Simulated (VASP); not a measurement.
# AgO (F-43m) in VASP: notebook, part 2 of 2

VASP 6.6.1.

## 5. Single point, LDA (volume scaled by 1.02)

The input, INCAR:

```
ALGO     = Normal         # electronic algorithm
EDIFF    = 1E-7           # SCF threshold, eV
ENCUT    = 520            # plane-wave cutoff, eV
GGA      = CA             # functional
ISIF     = 2              # what is computed and relaxed
ISMEAR   = -1             # smearing method
LASPH    = T              # aspherical terms in the spheres
LCHARG   = T              # write CHGCAR
LELF     = T              # ELF
LREAL    = F              # projectors in reciprocal space
LVHAR    = T            
LWAVE    = F              # write WAVECAR
NBANDS   = 16             # bands
NELM     = 80             # most SCF steps
PREC     = Accurate       # precision mode
SIGMA    = 0.15           # smearing width, eV
```

The input, KPOINTS:

```
k-points
0
Gamma
  16 16 16
```

The input, POSCAR:

```
AgO
1.0
    0.0000000000      2.4602338274      2.4602338274
    2.4602338274      0.0000000000      2.4602338274
    2.4602338274      2.4602338274      0.0000000000
Ag O
1 1
Direct
    0.0000000000      0.0000000000      0.0000000000
    0.7500000000      0.7500000000      0.7500000000
```

Potentials or basis: VASP PAW LDA potentials, release 64 (Ag, O).

On the command line:

```sh
cat potpaw_LDA.64/Ag/POTCAR potpaw_LDA.64/O/POTCAR > POTCAR
mpirun -np 1 vasp_std > vasp.out
```

OUTCAR:

```text
EDIFF = 1E-7
   ENCUT = 520
   GGA = CA
   ISIF = 2
   ISMEAR = -1
   LASPH = T
   LREAL = F
   NELM = 80
   PREC = Accurate

 ion  position               nearest neighbor table
   1  0.000  0.000  0.000-   2 2.13   2 2.13   2 2.13   2 2.13
   2  0.750  0.750  0.750-   1 2.13   1 2.13   1 2.13   1 2.13

  LATTYP: Found a face centered cubic cell.
 ALAT       =     4.9204676548

  Lattice vectors:

 A1 = (   0.0000000000,   2.4602338274,   2.4602338274)
 A2 = (   2.4602338274,   0.0000000000,   2.4602338274)
 A3 = (   2.4602338274,   2.4602338274,   0.0000000000)

Analysis of symmetry for initial positions (statically):
=====================================================================
 Subroutine PRICEL returns:
 Original cell was already a primitive cell.

 Routine SETGRP: Setting up the symmetry group for a
 face centered cubic supercell.

 Subroutine GETGRP returns: Found 24 space group operations
 (whereof 24 operations were pure point group operations)
 out of a pool of 48 trial point group operations.

[... 153 lines left out ...]

 Free energy of the ion-electron system (eV)
  ---------------------------------------------------
  ext. energy  EPLUGINS =         0.00000000
  ---------------------------------------------------
  free energy    TOTEN  =        -9.07469608 eV

  energy without entropy =       -8.92383897  energy(sigma->0) =       -8.99926752

 E-fermi :   3.8693     XC(G=0): -11.1930

 val. band max:        3.8536961045   @ k =  -0.3125   0.1875   0.0625
 cond. band min:       3.8697539558   @ k =   0.3125   0.1875   0.0000
 fundamental gap:      0.0160578514
 Fermi energy:         3.8693081051

 k-point     1 :       0.0000    0.0000    0.0000
  band No.  band energies     occupation
      1     -13.8487      2.00000
      2      -1.7646      2.00000
      3      -1.7646      2.00000
      4      -1.7646      2.00000
      5       0.7657      2.00000
      6       0.7657      2.00000
[... 433 lines left out ...]
      3      -1.7248      2.00000
      4      -1.7037      2.00000
      5       0.7330      2.00000
      6       0.7716      2.00000
[... 8 lines left out ...]
     15      22.1596      0.00000
     16      23.2456      0.00000

 [... further k-points ...]
[... 5 lines left out ...]
  --------------------------------------------------------------------------------------
  -------------------------------------------------------------------------------------
  Total       -0.4194843     -0.4194843     -0.4194843     -0.0000000     -0.0000000      0.0000000
  in kB      -22.5666522    -22.5666522    -22.5666522     -0.0000000     -0.0000000      0.0000000
  external PRESSURE =     -22.5666522 kB  Pullay stress =       0.0000000 kB

 VOLUME and BASIS-vectors are now :
 -----------------------------------------------------------------------------
  energy-cutoff  :      520.00
  volume of cell :       29.78
      direct lattice vectors                 reciprocal lattice vectors
     0.000000000  2.460233827  2.460233827    -0.203232715  0.203232715  0.203232715
     2.460233827  0.000000000  2.460233827     0.203232715 -0.203232715  0.203232715
     2.460233827  2.460233827  0.000000000     0.203232715  0.203232715 -0.203232715

 POSITION                                       TOTAL-FORCE (eV/Angst)
 -----------------------------------------------------------------------------------
      0.00000      0.00000      0.00000         0.000000      0.000000      0.000000
      3.69035      3.69035      3.69035        -0.000000     -0.000000     -0.000000
 -----------------------------------------------------------------------------------
    total drift:                               -0.000000     -0.000000     -0.000000

  FREE ENERGIE OF THE ION-ELECTRON SYSTEM (eV)
  ---------------------------------------------------
  free  energy   TOTEN  =        -9.0746960799 eV

  energy  without entropy=       -8.9238389691  energy(sigma->0) =       -8.99926752
```

OSZICAR:

```text
N       E                     dE             d eps       ncg     rms          rms(c)
DAV:   1     0.875888951415E+02    0.87589E+02   -0.83344E+03  4664   0.974E+02
DAV:   2    -0.862788648169E+01   -0.96217E+02   -0.88243E+02  5640   0.236E+02
DAV:   3    -0.110689648192E+02   -0.24411E+01   -0.24331E+01  5424   0.396E+01
DAV:   4    -0.110792574209E+02   -0.10293E-01   -0.10292E-01  6096   0.273E+00
DAV:   5    -0.110793451381E+02   -0.87717E-04   -0.87717E-04  5560   0.250E-01    0.135E+01
DAV:   6    -0.959633356235E+01    0.14830E+01   -0.90634E+00  5304   0.374E+01    0.119E+01
DAV:   7    -0.909597691602E+01    0.50036E+00   -0.15680E+00  4984   0.162E+01    0.652E+00
DAV:   8    -0.908634943389E+01    0.96275E-02   -0.35538E-01  4944   0.464E+00    0.923E-01
DAV:   9    -0.907558128595E+01    0.10768E-01   -0.15525E-02  5544   0.127E+00    0.348E-01
DAV:  10    -0.907478250101E+01    0.79878E-03   -0.39483E-03  5064   0.522E-01    0.136E-01
DAV:  11    -0.907472172143E+01    0.60780E-04   -0.47508E-04  5456   0.241E-01    0.653E-02
DAV:  12    -0.907469586718E+01    0.25854E-04   -0.82802E-05  5072   0.129E-01    0.750E-03
DAV:  13    -0.907469607895E+01   -0.21176E-06   -0.61054E-06  5720   0.208E-02    0.287E-03
DAV:  14    -0.907469607994E+01   -0.98748E-09   -0.31875E-08  3784   0.169E-03
   1 F= -.90746961E+01 E0= -.89992675E+01  d E =-.150857E+00
```

stdout:

```text
POSCAR found type information on POSCAR AgO
 POSCAR found :  2 types and       2 ions
 scaLAPACK will be used
 LDA part: xc-table for (Slater(with rela. corr.)+CA(PZ))
 , standard interpolation
 POSCAR, INCAR and KPOINTS ok, starting setup
 FFT: planning ... GRIDC
 FFT: planning ... GRID_SOFT
 FFT: planning ... GRID
 WAVECAR not read
 entering main loop
```

Wall time 45 s (1 thread of AMD EPYC 9R45 (Zen 5), shared host); peak memory 0.16 GiB.

What came out:

* Free energy: -9.0747 eV
* Pressure: -2.3 GPa

Levels at points of the mesh, in eV from the Fermi level:
| k point | band 5 | band 6 | band 7 | band 8 | band 9 | band 10 | band 11 | band 12 | band 13 | band 14 |
| --- | --- | --- | --- | --- | --- | --- | --- | --- | --- | --- |
| (0.00, 0.00, 0.00) | -3.10 | -3.10 | 0.23 | 0.80 | 0.80 | 0.80 | 13.59 | 13.59 | 13.59 | 18.34 |
| (0.50, 0.00, 0.00) | -2.93 | -2.93 | -2.74 | -0.07 | -0.07 | 5.23 | 6.71 | 13.49 | 13.49 | 15.76 |
| (0.50, 0.50, 0.00) | -3.27 | -2.78 | -1.81 | -1.37 | -1.37 | 5.86 | 8.58 | 11.19 | 13.03 | 13.03 |

Caveat: an odd number of electrons without spin polarisation forces a metal; a magnetic or distorted state may lie lower.

## 6. The runs side by side

| cell | smearing | gap on the mesh (eV) | pressure (GPa) |
| --- | --- | --- | --- |
| a = 3.433 Å, angles 60.0°, 2 atoms | fermi-dirac 0.15 eV | none | 2.7 |
| a = 3.452 Å, angles 60.0°, 2 atoms | gaussian 0.1 eV | none | 0.1 |
| a = 3.456 Å, angles 60.0°, 2 atoms | fermi-dirac 0.15 eV | none | 0.1 |
| a = 3.479 Å, angles 60.0°, 2 atoms | fermi-dirac 0.15 eV | none | -2.3 |

Alike in all rows: task single point; level LDA; potentials or basis VASP PAW LDA potentials, release 64 (Ag, O); no spin polarisation; k mesh 16 × 16 × 16; cutoff (eV) 520.

Caveats: an odd number of electrons without spin polarisation forces a metal; a magnetic or distorted state may lie lower.

Absolute energies hang on the potentials; compare differences alone.
